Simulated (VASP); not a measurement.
Input of a VASP 6.6.1 run:

File INCAR:

```
SYSTEM = C
ALGO     = Normal         ! electronic algorithm
EDIFF    = 1E-7           ! SCF threshold, eV
ENCUT    = 520            ! plane-wave cutoff, eV
GGA      = PE             ! functional
ISIF     = 2              ! what is computed and relaxed
ISMEAR   = 0              ! smearing method
LASPH    = .True.         ! aspherical terms in the spheres
LCHARG   = .False.        ! write CHGCAR
LREAL    = .False.        ! projectors in reciprocal space
LWAVE    = .False.        ! write WAVECAR
NBANDS   = 11             ! bands
NELM     = 100            ! most SCF steps
PREC     = Accurate       ! precision mode
SIGMA    = 0.05           ! smearing width, eV
```

The input KPOINTS:

```
k-points
0
Gamma
  12 12 12
  0 0 0
```

POSCAR

```
C
1.0
    0.0000000000      1.7834000000      1.8369020000
    1.7834000000      0.0000000000      1.8369020000
    1.7834000000      1.7834000000      0.0000000000
C
2
Direct
    0.5000000000      0.5000000000      0.5000000000
    0.7500000000      0.7500000000      0.7500000000
```

Potentials or basis: VASP PAW PBE potentials, release 64 (C).

Command:

```console
$ cat potpaw_PBE.64/C/POTCAR > POTCAR
$ mpirun -np 1 vasp_std > vasp.out
```

(1) Predict the band gap on the k mesh.

(2) What does it give for the pressure?

## Answers

(1) 3.72 eV, indirect (least direct gap 5.25 eV).

(2) -9.9 GPa.

Caveat: the cell differs from its parent crystal (strain +0.000 along x and y, +0.030 along z).
